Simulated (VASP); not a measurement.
# LiF (I4mm) in VASP: notebook

LiF is run at these levels: PBE; tasks: single point.

Everything below comes from runs of VASP 6.6.1. Logs are shortened: lines on timing, memory, paths and dates and some standing lists are left out, and cuts for length are marked.

## 1. The cell of the first run

It takes space group I4mm (No. 107, tetragonal). The conventional cell has a = 2.848 Å, b = 2.848 Å, c = 4.028 Å, α = 90.00°, β = 90.00°, γ = 90.00°. Within 2.3 Å of Li (site symmetry 4mm) lie 6 F at 1.76 to 2.26 Å. Within 2.3 Å of F (site symmetry 4mm) lie 6 Li at 1.76 to 2.26 Å.

## 2. Single point, PBE

Input file INCAR:

```
SYSTEM = LiF
  ALGO = Normal
  EDIFF = 1E-6
  ENCUT = 520
  GGA = PE
  ISIF = 2
  ISMEAR = 0
  LASPH = .TRUE.
  LCHARG = .TRUE.
  LELF = .TRUE.
  LREAL = .FALSE.
  LVHAR = .TRUE.
  LWAVE = .FALSE.
  NBANDS = 12
  NELM = 60
  PREC = Accurate
  SIGMA = 0.05
```

Input file KPOINTS:

```
k-points
0
G
  10 10 10
  0 0 0
```

Input file POSCAR:

```
LiF
1.0
    0.0000000000      2.0140000000      2.0140000000
    2.0140000000      0.0000000000      2.0140000000
    2.0140000000      2.0140000000      0.0000000000
Li F
1 1
Direct
    0.0620655412      0.0620655412     -0.0620655412
    0.5000000000      0.5000000000      0.5000000000
```

Potentials or basis: VASP PAW PBE potentials, release 64 (Li_sv, F).

Launch:

```console
cat potpaw_PBE.64/Li_sv/POTCAR potpaw_PBE.64/F/POTCAR > POTCAR
mpirun -np 1 vasp_std > vasp.out
```

OUTCAR:

```text
SYSTEM = LiF
   EDIFF = 1E-6
   ENCUT = 520
   GGA = PE
   ISIF = 2
   ISMEAR = 0
   LASPH = .TRUE.
   LREAL = .FALSE.
   NELM = 60
   PREC = Accurate

 ion  position               nearest neighbor table
   1  0.062  0.062  0.938-   2 1.76   2 2.03   2 2.03   2 2.03   2 2.03
   2  0.500  0.500  0.500-   1 1.76   1 2.03   1 2.03   1 2.03   1 2.03

  LATTYP: Found a face centered cubic cell.
 ALAT       =     4.0280000000

  Lattice vectors:

 A1 = (   0.0000000000,   2.0140000000,   2.0140000000)
 A2 = (   2.0140000000,   0.0000000000,   2.0140000000)
 A3 = (   2.0140000000,   2.0140000000,   0.0000000000)

Analysis of symmetry for initial positions (statically):
=====================================================================
 Subroutine PRICEL returns:
 Original cell was already a primitive cell.

 Routine SETGRP: Setting up the symmetry group for a
 face centered cubic supercell.

 Subroutine GETGRP returns: Found  8 space group operations
 (whereof  8 operations were pure point group operations)
 out of a pool of 48 trial point group operations.

The static configuration has the point symmetry C_4v.

Analysis of symmetry for dynamics (positions and initial velocities):
=====================================================================
 Subroutine PRICEL returns:
 Original cell was already a primitive cell.

 Routine SETGRP: Setting up the symmetry group for a
 face centered cubic supercell.

 Subroutine GETGRP returns: Found  8 space group operations
 (whereof  8 operations were pure point group operations)
 out of a pool of 48 trial point group operations.

The dynamic configuration has the point symmetry C_4v.

 Subroutine INISYM returns: Found  8 space group operations
 (whereof  8 operations are pure point group operations),
 and found     1 'primitive' translations

----------------------------------------------------------------------------------------

                                     Primitive cell

  volume of cell :      16.3384

  direct lattice vectors                    reciprocal lattice vectors
     0.000000000  2.014000000  2.014000000    -0.248262165  0.248262165  0.248262165
     2.014000000  0.000000000  2.014000000     0.248262165 -0.248262165  0.248262165
     2.014000000  2.014000000  0.000000000     0.248262165  0.248262165 -0.248262165

  length of vectors
     2.848226115  2.848226115  2.848226115     0.430002683  0.430002683  0.430002683

  position of ions in fractional coordinates (direct lattice)
     0.062065541  0.062065541  0.937934459
     0.500000000  0.500000000  0.500000000

  ion indices of the primitive-cell ions
   primitive index   ion index
                 1           1
                 2           2

----------------------------------------------------------------------------------------

 KPOINTS: k-points

Automatic generation of k-mesh.
 Grid dimensions read from file:
 generate k-points for:   10   10   10

 Generating k-lattice:

  Cartesian coordinates                     Fractional coordinates (reciprocal lattice)
    -0.024826216  0.024826216  0.024826216     0.100000000  0.000000000  0.000000000
     0.024826216 -0.024826216  0.024826216     0.000000000  0.100000000  0.000000000
     0.024826216  0.024826216 -0.024826216     0.000000000  0.000000000  0.100000000

  Length of vectors
     0.043000268  0.043000268  0.043000268

  Shift w.r.t. Gamma in fractional coordinates (k-lattice)
     0.000000000  0.000000000  0.000000000

 Subroutine IBZKPT returns following result:
 ===========================================

 Found    102 irreducible k-points:

 Following reciprocal coordinates:
            Coordinates               Weight
  0.000000  0.000000  0.000000      1.000000
  0.100000  0.000000  0.000000      8.000000
  0.200000  0.000000  0.000000      8.000000
  0.300000  0.000000  0.000000      8.000000
  0.400000  0.000000  0.000000      8.000000
  0.500000  0.000000  0.000000      4.000000
[... 16 lines left out ...]
 -0.100000  0.100000  0.000000      4.000000
  0.000000 -0.100000  0.100000      8.000000
 [... further k-points ...]
   k-points           NKPTS =    102   k-points in BZ     NKDIM =    102   number of bands    NBANDS=     12
   number of dos      NEDOS =    301   number of ions     NIONS =      2
   total plane-waves  NPLWV =  13824
   dimension x,y,z NGX =    24 NGY =   24 NGZ =   24
   dimension x,y,z NGXF=    48 NGYF=   48 NGZF=   48
   ions per type =               1   1
   NGX,Y,Z   is equivalent  to a cutoff of  14.01, 14.01, 14.01 a.u.
   NGXF,Y,Z  is equivalent  to a cutoff of  28.02, 28.02, 28.02 a.u.
 SYSTEM =  LiF
   PREC   = accura    normal or accurate (medium, high low for compatibility)
   ISTART =      0    job   : 0-new  1-cont  2-samecut
   ICHARG =      2    charge: 1-file 2-atom 10-const
   ISPIN  =      1    spin polarized calculation?
   LNONCOLLINEAR =      F non collinear calculations
   LSORBIT =      F    spin-orbit coupling
   LASPH  =      T    aspherical Exc in radial PAW
   ENCUT  =  520.0 eV  38.22 Ry    6.18 a.u.   5.30  5.30  5.30*2*pi/ulx,y,z
   NELM   =     60;   NELMIN=  2; NELMDL= -5     # of ELM steps
   EDIFF  = 0.1E-05   stopping-criterion for ELM
   LREAL  =      F    real-space projection
   EDIFFG = 0.1E-04   stopping-criterion for IOM
   NSW    =      0    number of steps for IOM
   IBRION =     -1    ionic relax: 0-MD 1-quasi-New 2-CG
   NFREE  =      0    steps in history (QN), initial steepest desc. (CG)
   ISIF   =      2    stress and relaxation
   ISYM   =      2    0-nonsym 1-usesym 2-fastsym
   POTIM  = 0.5000    time-step for ionic-motion
   TEBEG  =    0.0;   TEEND  =   0.0 temperature during run
   PSTRESS=    0.0 pullay stress
   NELECT =      10.0000    total number of electrons
   NUPDOWN=      -1.0000    fix difference up-down
   EMIN   =  10.00;   EMAX   =-10.00  energy-range for DOS
   EFERMI =   0.00;   METHOD = LEGACY
   ISMEAR =     0;   SIGMA  =   0.05  broadening in eV -4-tet -1-fermi 0-gaus
   EFERMI_NEDOS =   21; number of points for ismear=-14 and -15
   IALGO  =     38    algorithm
   IMIX   =      4    mixing-type and parameters
     AMIX     =   0.40;   BMIX     =  1.00
     AMIX_MAG =   1.60;   BMIX_MAG =  1.00
  volume/ion in A,a.u.               =       8.17        55.13
  Fermi-wavevector in a.u.,A,eV,Ry     =   1.389970  2.626662 26.286674  1.932016
  Thomas-Fermi vector in A             =   2.513950
   LORBIT       =      0    0 simple, 1 ext, 2 COOP (PROOUT), +10 PAW based schemes
   GGA     = PE    functional components
   LHFCALC =     F    Hartree Fock is set to
   AEXX    =    0.0000 exact exchange contribution
   IVDW    =     0    specifies the selected vdW correction
   LEPSILON=     F    determine dielectric tensor
   LRPA    =     F    only Hartree local field effects (RPA)
 non-spin polarized calculation
 Gauss-broadening in eV      SIGMA  =   0.05
  energy-cutoff  :      520.00
  volume of cell :       16.34
 maximum number of plane-waves:       459
 NGX is ok and might be reduce to    24
   NGX = 11   NGY = 11   NGZ = 11

 number of electron      10.0000000 magnetization

 number of electron       9.9999992 magnetization

 Free energy of the ion-electron system (eV)
  ---------------------------------------------------
  ext. energy  EPLUGINS =         0.00000000
  ---------------------------------------------------
  free energy    TOTEN  =        -9.56799822 eV

  energy without entropy =       -9.56799822  energy(sigma->0) =       -9.56799822

 E-fermi :  -0.7466     XC(G=0):  -9.9546

 val. band max:       -1.0286778856   @ k =   0.0000   0.0000   0.0000
 cond. band min:       7.9646953589   @ k =   0.0000   0.0000   0.0000
 fundamental gap:      8.9933732445
 Fermi energy:        -0.7465765310

 k-point     1 :       0.0000    0.0000    0.0000
  band No.  band energies     occupation
      1     -41.8917      2.00000
      2     -21.0131      2.00000
      3      -1.1318      2.00000
      4      -1.0287      2.00000
      5      -1.0287      2.00000
      6       7.9647      0.00000
      7      21.5956      0.00000
      8      21.5956      0.00000
      9      23.3950      0.00000
     10      23.4897      0.00000
     11      24.8267      0.00000
     12      24.8267      0.00000

 k-point     2 :       0.1000    0.0000    0.0000
  band No.  band energies     occupation
      1     -41.8857      2.00000
      2     -20.9754      2.00000
      3      -1.3667      2.00000
      4      -1.1044      2.00000
      5      -1.0533      2.00000
      6       8.2580      0.00000
      7      20.0266      0.00000
      8      21.1376      0.00000
      9      22.1165      0.00000
     10      23.8545      0.00000
     11      24.9935      0.00000
     12      25.2904      0.00000

 k-point     3 :       0.2000    0.0000    0.0000
  band No.  band energies     occupation
      1     -41.8705      2.00000
      2     -20.8758      2.00000
      3      -2.0399      2.00000
      4      -1.1809      2.00000
      5      -1.1164      2.00000
      6       8.9227      0.00000
      7      17.7545      0.00000
      8      20.0544      0.00000
      9      20.6247      0.00000
     10      24.8541      0.00000
     11      25.8298      0.00000
     12      26.3455      0.00000

 k-point     4 :       0.3000    0.0000    0.0000
  band No.  band energies     occupation
      1     -41.8515      2.00000
      2     -20.7476      2.00000
      3      -2.7927      2.00000
      4      -1.2654      2.00000
      5      -1.1918      2.00000
      6       9.5301      0.00000
      7      16.2143      0.00000
      8      18.9597      0.00000
      9      19.4733      0.00000
     10      26.2989      0.00000
     11      27.2997      0.00000
     12      27.7706      0.00000

 k-point     5 :       0.4000    0.0000    0.0000
  band No.  band energies     occupation
      1     -41.8363      2.00000
      2     -20.6398      2.00000
      3      -3.3543      2.00000
      4      -1.3312      2.00000
      5      -1.2509      2.00000
      6       9.8077      0.00000
      7      15.5089      0.00000
      8      18.2131      0.00000
      9      18.8088      0.00000
     10      27.8814      0.00000
     11      28.9345      0.00000
     12      29.2810      0.00000
[... 228 lines left out ...]
      1     -41.8607      2.00000
      2     -20.8011      2.00000
      3      -2.3627      2.00000
      4      -1.4733      2.00000
      5      -1.0849      2.00000
      6       9.4365      0.00000
      7      17.0787      0.00000
      8      19.3726      0.00000
      9      19.6855      0.00000
     10      25.2513      0.00000
     11      25.6804      0.00000
     12      28.5630      0.00000

 k-point    22 :       0.0000   -0.2000    0.1000
  band No.  band energies     occupation
      1     -41.8603      2.00000
      2     -20.8068      2.00000
      3      -2.3185      2.00000
      4      -1.4264      2.00000
      5      -1.1442      2.00000
      6       9.3939      0.00000
      7      16.7663      0.00000
      8      19.1239      0.00000
      9      20.4705      0.00000
     10      24.7065      0.00000
     11      26.3756      0.00000
     12      28.0958      0.00000

 k-point    23 :      -0.1000    0.1000    0.0000
  band No.  band energies     occupation
      1     -41.8771      2.00000
      2     -20.9144      2.00000
      3      -1.7113      2.00000
      4      -1.2974      2.00000
      5      -1.0367      2.00000
      6       8.7200      0.00000
      7      18.8615      0.00000
      8      20.3268      0.00000
      9      20.7938      0.00000
     10      24.3284      0.00000
     11      24.8182      0.00000
     12      27.1171      0.00000

 k-point    24 :       0.0000   -0.1000    0.1000
  band No.  band energies     occupation
      1     -41.8768      2.00000
      2     -20.9181      2.00000
      3      -1.6942      2.00000
      4      -1.2386      2.00000
      5      -1.0877      2.00000
      6       8.6827      0.00000
      7      18.5792      0.00000
      8      20.2521      0.00000
      9      21.4824      0.00000
     10      23.5574      0.00000
     11      25.4253      0.00000
     12      26.8857      0.00000

 [... further k-points ...]

------------------------ aborting loop because EDIFF is reached ----------------------------------------

  FORCE on cell =-STRESS in cart. coord.  units (eV):
  Direction    XX          YY          ZZ          XY          YZ          ZX
  --------------------------------------------------------------------------------------
  -------------------------------------------------------------------------------------
  Total        0.1106797      0.1106797      1.1779072      0.0000000      0.0000000      0.0000000
  in kB       10.8535082     10.8535082    115.5083234      0.0000000      0.0000000      0.0000000
  external PRESSURE =      45.7384466 kB  Pullay stress =       0.0000000 kB

 VOLUME and BASIS-vectors are now :
 -----------------------------------------------------------------------------
  energy-cutoff  :      520.00
  volume of cell :       16.34
      direct lattice vectors                 reciprocal lattice vectors
     0.000000000  2.014000000  2.014000000    -0.248262165  0.248262165  0.248262165
     2.014000000  0.000000000  2.014000000     0.248262165 -0.248262165  0.248262165
     2.014000000  2.014000000  0.000000000     0.248262165  0.248262165 -0.248262165

 POSITION                                       TOTAL-FORCE (eV/Angst)
 -----------------------------------------------------------------------------------
      2.01400      2.01400      0.25000         0.000000      0.000000     -0.702344
      2.01400      2.01400      2.01400         0.000000      0.000000      0.702344
 -----------------------------------------------------------------------------------
    total drift:                                0.000002      0.000002      0.000495

  FREE ENERGIE OF THE ION-ELECTRON SYSTEM (eV)
  ---------------------------------------------------
  free  energy   TOTEN  =        -9.5679982161 eV

  energy  without entropy=       -9.5679982161  energy(sigma->0) =       -9.56799822
```

It took 6.9 s on 1 thread of Intel Xeon 6975P-C (Granite Rapids), shared host; peak memory 0.14 GiB.

Results:

```yaml
Free_energy: -9.5680 eV
Largest_force: 0.702 eV/Å
Band_gap_on_the_k_mesh: 8.99 eV, direct
```

Forces on the atoms (eV/Å):
```
Li   0.000  0.000 -0.702
F    0.000  0.000  0.702
```

Caveat: the cell differs from its parent crystal (all Li atoms moved -0.250 Å, as atom 1 towards its neighbour atom 2 (F) at 2.014 Å); the cutoff is under 1.25 times the usual one of these potentials, so pressure, stress and relaxed cells hold a basis-set (Pulay) error. A k mesh can miss the band edges.

## 3. Single point, PBE

Input file INCAR:

```
  PREC = Accurate
  ENCUT = 520
  EDIFF = 1E-6
  ISMEAR = 0
  SIGMA = 0.05
  LREAL = False
  LASPH = True
  NELM = 60
  ALGO = Normal
  ISIF = 2
  LWAVE = False
  LCHARG = True
  GGA = PE
  LELF = True
  LVHAR = True
  NBANDS = 12
```

Input file KPOINTS:

```
regular mesh
0
Gamma
  10 10 10
```

Changes to POSCAR since step 2:

```diff
@@ -8,3 +8,3 @@
 Direct
-    0.0620655412      0.0620655412     -0.0620655412
+   -0.1086146971     -0.1086146971      0.1086146971
     0.5000000000      0.5000000000      0.5000000000
```

Potentials or basis: VASP PAW PBE potentials, release 64 (Li_sv, F).

Launch:

```console
cat potpaw_PBE.64/Li_sv/POTCAR potpaw_PBE.64/F/POTCAR > POTCAR
mpirun -np 1 vasp_std > vasp.out
```

OUTCAR:

```text
PREC = Accurate
   ENCUT = 520
   EDIFF = 1E-6
   ISMEAR = 0
   LREAL = False
   LASPH = True
   NELM = 60
   ISIF = 2
   GGA = PE

 ion  position               nearest neighbor table
   1  0.891  0.891  0.109-   2 1.58   2 2.06   2 2.06   2 2.06   2 2.06
   2  0.500  0.500  0.500-   1 1.58   1 2.06   1 2.06   1 2.06   1 2.06

  LATTYP: Found a face centered cubic cell.
 ALAT       =     4.0280000000

  Lattice vectors:

[... 548 lines left out ...]
 [... further k-points ...]

------------------------ aborting loop because EDIFF is reached ----------------------------------------

  FORCE on cell =-STRESS in cart. coord.  units (eV):
  Direction    XX          YY          ZZ          XY          YZ          ZX
  --------------------------------------------------------------------------------------
  -------------------------------------------------------------------------------------
  Total        0.0305478      0.0305478      3.9621994      0.0000000     -0.0000000      0.0000000
  in kB        2.9955865      2.9955865    388.5424862      0.0000000     -0.0000000      0.0000000
  external PRESSURE =     131.5112197 kB  Pullay stress =       0.0000000 kB

 VOLUME and BASIS-vectors are now :
 -----------------------------------------------------------------------------
  energy-cutoff  :      520.00
  volume of cell :       16.34
      direct lattice vectors                 reciprocal lattice vectors
     0.000000000  2.014000000  2.014000000    -0.248262165  0.248262165  0.248262165
     2.014000000  0.000000000  2.014000000     0.248262165 -0.248262165  0.248262165
     2.014000000  2.014000000  0.000000000     0.248262165  0.248262165 -0.248262165

 POSITION                                       TOTAL-FORCE (eV/Angst)
 -----------------------------------------------------------------------------------
      2.01400      2.01400      3.59050         0.000000      0.000000      2.507644
      2.01400      2.01400      2.01400         0.000000      0.000000     -2.507644
 -----------------------------------------------------------------------------------
    total drift:                               -0.000004     -0.000004      0.000451

  FREE ENERGIE OF THE ION-ELECTRON SYSTEM (eV)
  ---------------------------------------------------
  free  energy   TOTEN  =        -9.2968912372 eV

  energy  without entropy=       -9.2968912372  energy(sigma->0) =       -9.29689124
```

OSZICAR:

```text
N       E                     dE             d eps       ncg     rms          rms(c)
DAV:   1     0.345857038706E+02    0.34586E+02   -0.55347E+03  2488   0.840E+02
DAV:   2    -0.757102011741E+01   -0.42157E+02   -0.41300E+02  2908   0.194E+02
DAV:   3    -0.987768301386E+01   -0.23067E+01   -0.22894E+01  3868   0.378E+01
DAV:   4    -0.991941953870E+01   -0.41737E-01   -0.41732E-01  2716   0.474E+00
DAV:   5    -0.991976963999E+01   -0.35010E-03   -0.35010E-03  3104   0.336E-01    0.497E+00
DAV:   6    -0.928159502905E+01    0.63817E+00   -0.29388E+00  2660   0.110E+01    0.145E+00
DAV:   7    -0.928764660070E+01   -0.60516E-02   -0.26948E-02  2996   0.153E+00    0.919E-01
DAV:   8    -0.929680918940E+01   -0.91626E-02   -0.20209E-02  2840   0.151E+00    0.131E-01
DAV:   9    -0.929681127482E+01   -0.20854E-05   -0.19960E-03  2976   0.385E-01    0.609E-02
DAV:  10    -0.929688879416E+01   -0.77519E-04   -0.25936E-04  2816   0.123E-01    0.101E-02
DAV:  11    -0.929689192032E+01   -0.31262E-05   -0.12193E-05  3128   0.332E-02    0.568E-03
DAV:  12    -0.929689123723E+01    0.68309E-06   -0.20094E-06  2808   0.130E-02
   1 F= -.92968912E+01 E0= -.92968912E+01  d E =-.360211E-12
```

stdout:

```text
POSCAR found type information on POSCAR LiF
 POSCAR found :  2 types and       2 ions
 scaLAPACK will be used
 LDA part: xc-table for (Slater+PW92), standard interpolation
 POSCAR, INCAR and KPOINTS ok, starting setup
 FFT: planning ... GRIDC
 FFT: planning ... GRID_SOFT
 FFT: planning ... GRID
 WAVECAR not read
 entering main loop
```

Wall time 6.8 s (1 thread of Intel Xeon 6975P-C (Granite Rapids), shared host); peak memory 0.14 GiB.

Results:

| Quantity | Value |
| --- | --- |
| Free energy | -9.2969 eV |
| Largest force | 2.508 eV/Å |
| Band gap on the k mesh | 8.80 eV, direct |

Forces on the atoms (eV/Å):
```
Li   0.000  0.000  2.508
F    0.000  0.000 -2.508
```

Caveat: the cell differs from its parent crystal (all Li atoms moved +0.438 Å, as atom 1 towards its neighbour atom 2 (F) at 2.014 Å); the cutoff is under 1.25 times the usual one of these potentials, so pressure, stress and relaxed cells hold a basis-set (Pulay) error; forces of over 1 eV/Å act on the atoms, so gaps and moduli don't describe the material at rest. A k mesh can miss the band edges.
